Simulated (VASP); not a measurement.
# CsI (Pm-3m) in VASP: vibrations by perturbation theory with LDA

Aim: the vibrations by perturbation theory of CsI with LDA.

Everything below comes from runs of VASP 6.6.1. Logs are shortened: lines on timing, memory, paths and dates and some standing lists are left out, and cuts for length are marked.

**1. The cell of the first run**

Symmetry: Pm-3m, No. 221, cubic system. The conventional cell has a = 4.567 Å, b = 4.567 Å, c = 4.567 Å, α = 90.00°, β = 90.00°, γ = 90.00°. Cs (site symmetry m-3m) has 8 I at 3.95 Å and 6 Cs at 4.57 Å within 5.2 Å. I (site symmetry m-3m) has 8 Cs at 3.95 Å and 6 I at 4.57 Å within 5.2 Å.

**2. Vibrations by perturbation theory, LDA**

INCAR reads:

```
ALGO     = Normal         # electronic algorithm
EDIFF    = 1E-8           # SCF threshold, eV
ENCUT    = 500            # plane-wave cutoff, eV
GGA      = CA             # functional
GGA_COMPAT= F            
IBRION   = 8              # ionic algorithm
ISIF     = 2              # what is computed and relaxed
ISMEAR   = 1              # smearing method
LASPH    = T              # aspherical terms in the spheres
LCHARG   = F              # write CHGCAR
LREAL    = F              # projectors in reciprocal space
LWAVE    = F              # write WAVECAR
NBANDS   = 15             # bands
NELM     = 120            # most SCF steps
NSW      = 1              # ionic steps
PREC     = Accurate       # precision mode
SIGMA    = 0.01           # smearing width, eV
```

KPOINTS reads:

```
k-points
0
Gamma
  4 4 4
```

POSCAR reads:

```
CsI
1.0
    4.5667000000      0.0000000000      0.0000000000
    0.0000000000      4.5667000000      0.0000000000
    0.0000000000      0.0000000000      4.5667000000
Cs I
1 1
Direct
    0.0000000000      0.0000000000      0.0000000000
    0.5000000000      0.5000000000      0.5000000000
```

Potentials or basis: VASP PAW LDA potentials, release 64 (Cs_sv, I).

Started as:

```
$ cat potpaw_LDA.64/Cs_sv/POTCAR potpaw_LDA.64/I/POTCAR > POTCAR
$ mpirun -np 1 vasp_std > vasp.out
```

OUTCAR:

```text
EDIFF = 1E-8
   ENCUT = 500
   GGA = CA
   IBRION = 8
   ISIF = 2
   ISMEAR = 1
   LASPH = T
   LREAL = F
   NELM = 120
   NSW = 1
   PREC = Accurate

 ion  position               nearest neighbor table
   1  0.000  0.000  0.000-
   2  0.500  0.500  0.500-

  LATTYP: Found a simple cubic cell.
 ALAT       =     4.5667000000

  Lattice vectors:

 A1 = (   4.5667000000,   0.0000000000,   0.0000000000)
 A2 = (   0.0000000000,   4.5667000000,   0.0000000000)
 A3 = (   0.0000000000,   0.0000000000,   4.5667000000)

Analysis of symmetry for initial positions (statically):
=====================================================================
 Subroutine PRICEL returns:
 Original cell was already a primitive cell.

 Routine SETGRP: Setting up the symmetry group for a
 simple cubic supercell.

 Subroutine GETGRP returns: Found 48 space group operations
 (whereof 48 operations were pure point group operations)
 out of a pool of 48 trial point group operations.

The static configuration has the point symmetry O_h .

Analysis of symmetry for dynamics (positions and initial velocities):
=====================================================================
 Subroutine PRICEL returns:
 Original cell was already a primitive cell.

 Routine SETGRP: Setting up the symmetry group for a
 simple cubic supercell.

 Subroutine GETGRP returns: Found 48 space group operations
 (whereof 48 operations were pure point group operations)
 out of a pool of 48 trial point group operations.

The dynamic configuration has the point symmetry O_h .

 Subroutine INISYM returns: Found 48 space group operations
 (whereof 48 operations are pure point group operations),
 and found     1 'primitive' translations

----------------------------------------------------------------------------------------

                                     Primitive cell

  volume of cell :      95.2374

  direct lattice vectors                    reciprocal lattice vectors
     4.566700000  0.000000000  0.000000000     0.218976504  0.000000000  0.000000000
     0.000000000  4.566700000  0.000000000     0.000000000  0.218976504  0.000000000
     0.000000000  0.000000000  4.566700000     0.000000000  0.000000000  0.218976504

  length of vectors
     4.566700000  4.566700000  4.566700000     0.218976504  0.218976504  0.218976504

  position of ions in fractional coordinates (direct lattice)
     0.000000000  0.000000000  0.000000000
     0.500000000  0.500000000  0.500000000

  ion indices of the primitive-cell ions
   primitive index   ion index
                 1           1
                 2           2

----------------------------------------------------------------------------------------

 KPOINTS: k-points

Automatic generation of k-mesh.
 Grid dimensions read from file:
 generate k-points for:    4    4    4

 Generating k-lattice:

  Cartesian coordinates                     Fractional coordinates (reciprocal lattice)
     0.054744126  0.000000000  0.000000000     0.250000000  0.000000000  0.000000000
     0.000000000  0.054744126  0.000000000     0.000000000  0.250000000  0.000000000
     0.000000000  0.000000000  0.054744126     0.000000000  0.000000000  0.250000000

  Length of vectors
     0.054744126  0.054744126  0.054744126

  Shift w.r.t. Gamma in fractional coordinates (k-lattice)
     0.000000000  0.000000000  0.000000000

 Subroutine IBZKPT returns following result:
 ===========================================

 Found     10 irreducible k-points:

 Following reciprocal coordinates:
            Coordinates               Weight
  0.000000  0.000000  0.000000      1.000000
  0.250000  0.000000  0.000000      6.000000
  0.500000  0.000000  0.000000      3.000000
  0.250000  0.250000  0.000000     12.000000
  0.500000  0.250000  0.000000     12.000000
  0.500000  0.500000  0.000000      3.000000
  0.250000  0.250000  0.250000      8.000000
  0.500000  0.250000  0.250000     12.000000
  0.500000  0.500000  0.250000      6.000000
  0.500000  0.500000  0.500000      1.000000
   k-points           NKPTS =     10   k-points in BZ     NKDIM =     10   number of bands    NBANDS=     15
   number of dos      NEDOS =    301   number of ions     NIONS =      2
[... 24 lines left out ...]
   POTIM  = 0.5000    time-step for ionic-motion
   TEBEG  =    0.0;   TEEND  =   0.0 temperature during run
   PSTRESS=    0.0 pullay stress
   NELECT =      16.0000    total number of electrons
   NUPDOWN=      -1.0000    fix difference up-down
   EMIN   =  10.00;   EMAX   =-10.00  energy-range for DOS
   EFERMI =   0.00;   METHOD = LEGACY
   ISMEAR =     1;   SIGMA  =   0.01  broadening in eV -4-tet -1-fermi 0-gaus
   EFERMI_NEDOS =   21; number of points for ismear=-14 and -15
   IALGO  =     38    algorithm
   IMIX   =      4    mixing-type and parameters
     AMIX     =   0.40;   BMIX     =  1.00
     AMIX_MAG =   1.60;   BMIX_MAG =  1.00
  volume/ion in A,a.u.               =      47.62       321.35
  Fermi-wavevector in a.u.,A,eV,Ry     =   0.903328  1.707043 11.102385  0.816002
  Thomas-Fermi vector in A             =   2.026641
   LORBIT       =      0    0 simple, 1 ext, 2 COOP (PROOUT), +10 PAW based schemes
   GGA     = CA    functional components
   LHFCALC =     F    Hartree Fock is set to
   AEXX    =    0.0000 exact exchange contribution
   IVDW    =     0    specifies the selected vdW correction
   LEPSILON=     F    determine dielectric tensor
   LRPA    =     F    only Hartree local field effects (RPA)
 non-spin polarized calculation
 Methfessel and Paxton  Order N= 1 SIGMA  =   0.01
  energy-cutoff  :      500.00
  volume of cell :       95.24
 maximum number of plane-waves:      2469
 NGX is ok and might be reduce to    36
   NGX = 17   NGY = 17   NGZ = 17

--------------------------------------- Ionic step        1  -------------------------------------------

 number of electron      16.0000003 magnetization

 Free energy of the ion-electron system (eV)
  ---------------------------------------------------
  ext. energy  EPLUGINS =         0.00000000
  ---------------------------------------------------
  free energy    TOTEN  =        -6.13915117 eV

  energy without entropy =       -6.13915117  energy(sigma->0) =       -6.13915117

 E-fermi :   0.7133     XC(G=0):  -8.0810

 val. band max:        0.6585073372   @ k =   0.5000   0.5000   0.0000
 cond. band min:       4.1931173810   @ k =   0.0000   0.0000   0.0000
 fundamental gap:      3.5346100438
 Fermi energy:         0.7133133437

 k-point     1 :       0.0000    0.0000    0.0000
  band No.  band energies     occupation
      1     -19.6810      2.00000
      2     -10.0615      2.00000
      3      -6.3781      2.00000
      4      -6.3781      2.00000
      5      -6.3781      2.00000
      6       0.5677      2.00000
      7       0.5677      2.00000
      8       0.5677      2.00000
      9       4.1931      0.00000
     10       4.6185      0.00000
     11       4.6185      0.00000
     12       8.3299      0.00000
     13       8.3299      0.00000
     14       8.3299      0.00000
[... 151 lines left out ...]
      4      -6.6456      2.00000
      5      -6.6456      2.00000
      6      -0.6950      2.00000
      7      -0.6950      2.00000
      8      -0.6950      2.00000
      9       7.6163      0.00000
     10       7.6163      0.00000
     11       7.6163      0.00000
     12       8.3809      0.00000
     13       8.3809      0.00000
     14       8.3809      0.00000
     15      10.4299      0.00000

------------------------ aborting loop because EDIFF is reached ----------------------------------------

  FORCE on cell =-STRESS in cart. coord.  units (eV):
  Direction    XX          YY          ZZ          XY          YZ          ZX
  --------------------------------------------------------------------------------------
  -------------------------------------------------------------------------------------
  Total       -0.8008526     -0.8008526     -0.8008526      0.0000000      0.0000000     -0.0000000
  in kB      -13.4727331    -13.4727331    -13.4727331      0.0000000      0.0000000     -0.0000000
  external PRESSURE =     -13.4727331 kB  Pullay stress =       0.0000000 kB

 VOLUME and BASIS-vectors are now :
 -----------------------------------------------------------------------------
  energy-cutoff  :      500.00
  volume of cell :       95.24
      direct lattice vectors                 reciprocal lattice vectors
     4.566700000  0.000000000  0.000000000     0.218976504  0.000000000  0.000000000
     0.000000000  4.566700000  0.000000000     0.000000000  0.218976504  0.000000000
     0.000000000  0.000000000  4.566700000     0.000000000  0.000000000  0.218976504

 POSITION                                       TOTAL-FORCE (eV/Angst)
 -----------------------------------------------------------------------------------
      0.00000      0.00000      0.00000         0.000000      0.000000      0.000000
      2.28335      2.28335      2.28335         0.000000      0.000000      0.000000
 -----------------------------------------------------------------------------------
    total drift:                               -0.000000      0.000000      0.000000

  FREE ENERGIE OF THE ION-ELECTRON SYSTEM (eV)
  ---------------------------------------------------
  free  energy   TOTEN  =        -6.1391511673 eV

  energy  without entropy=       -6.1391511673  energy(sigma->0) =       -6.13915117

[... ionic steps 2 to 3 ...]

--------------------------------------- Ionic step        4  -------------------------------------------

------------------------ aborting loop because EDIFF is reached ----------------------------------------

[... ionic steps 5 to 6 ...]

--------------------------------------- Ionic step        7  -------------------------------------------

 Free energy of the ion-electron system (eV)
  ---------------------------------------------------
  ---------------------------------------------------
  free energy    TOTEN  =        -0.08775294 eV

  energy without entropy =       -0.08775294

------------------------ aborting loop because EDIFF is reached ----------------------------------------

 INTERNAL STRAIN TENSOR  FOR ION    2  DIRECTION 1   (eV/Angst):
 -----------------------------------------------------------------------------
     0.01241  0.00000 -0.00000
    -0.00000  0.00119  0.00000
     0.00000  0.00000  0.00119

 INTERNAL STRAIN TENSOR FOR ION    2 for displacements in x,y,z  (eV/Angst):
          X           Y           Z          XY          YZ          ZX
  --------------------------------------------------------------------------------
  x     0.00000     0.00000     0.00000     0.00000     0.00000     0.00000
  y     0.00000     0.00000     0.00000     0.00000     0.00000     0.00000
  z     0.00000     0.00000     0.00000     0.00000     0.00000     0.00000

 SECOND DERIVATIVES (NOT SYMMETRIZED)
 ------------------------------------
               1X          1Y          1Z          2X          2Y          2Z
  1X    -0.577690    0.000000   -0.000000    0.577690   -0.000000    0.000000
  1Y     0.000000   -0.577690   -0.000000   -0.000000    0.577690    0.000000
  1Z    -0.000000   -0.000000   -0.577690    0.000000    0.000000    0.577690
  2X     0.567373   -0.000000   -0.000000   -0.567373    0.000000    0.000000
  2Y     0.000000    0.567373   -0.000000    0.000000   -0.567373    0.000000
  2Z     0.000000    0.000000    0.567373   -0.000000   -0.000000   -0.567373

 Eigenvectors and eigenvalues of the dynamical matrix
 ----------------------------------------------------

   1 f  =    1.468022 THz     9.223853 2PiTHz   48.967938 cm-1     6.071248 meV
             X         Y         Z           dx          dy          dz
      0.000000  0.000000  0.000000     0.702114   -0.000000   -0.000000
      2.283350  2.283350  2.283350    -0.712064   -0.000000    0.000000
[... 21 lines left out ...]
   6 f/i=    0.006613 THz     0.041552 2PiTHz    0.220595 cm-1     0.027350 meV
             X         Y         Z           dx          dy          dz
      0.000000  0.000000  0.000000     0.712064    0.000000   -0.000000
      2.283350  2.283350  2.283350     0.702114   -0.000000    0.000000

--------------------------------------------------------------------------------------------------------

 ELASTIC MODULI CONTR FROM IONIC RELAXATION (kBar)
 Direction    XX          YY          ZZ          XY          YZ          ZX
 --------------------------------------------------------------------------------
 XX           0.0000      0.0000      0.0000      0.0000      0.0000      0.0000
 YY           0.0000      0.0000      0.0000      0.0000      0.0000      0.0000
 ZZ           0.0000      0.0000      0.0000      0.0000      0.0000      0.0000
 XY           0.0000      0.0000      0.0000      0.0000      0.0000      0.0000
 YZ           0.0000      0.0000      0.0000      0.0000      0.0000      0.0000
 ZX           0.0000      0.0000      0.0000      0.0000      0.0000      0.0000
 --------------------------------------------------------------------------------
```

It took 63 s on 1 thread of AMD EPYC 7R13 (Zen 3), shared host; peak memory 0.21 GiB.

What came out:

```yaml
Highest_phonon_frequency_at_Γ_LO-TO_splitting_left_out: 49 cm⁻¹
```

Phonon frequencies in cm⁻¹ (negative: imaginary):
```
              q point     frequencies
(0.000, 0.000, 0.000)  0 0 0 49 49 49
```

Caveat: the cell stands under pressure or tension, which shifts response properties; spin-orbit coupling is left out, which moves the levels of the heavy elements.
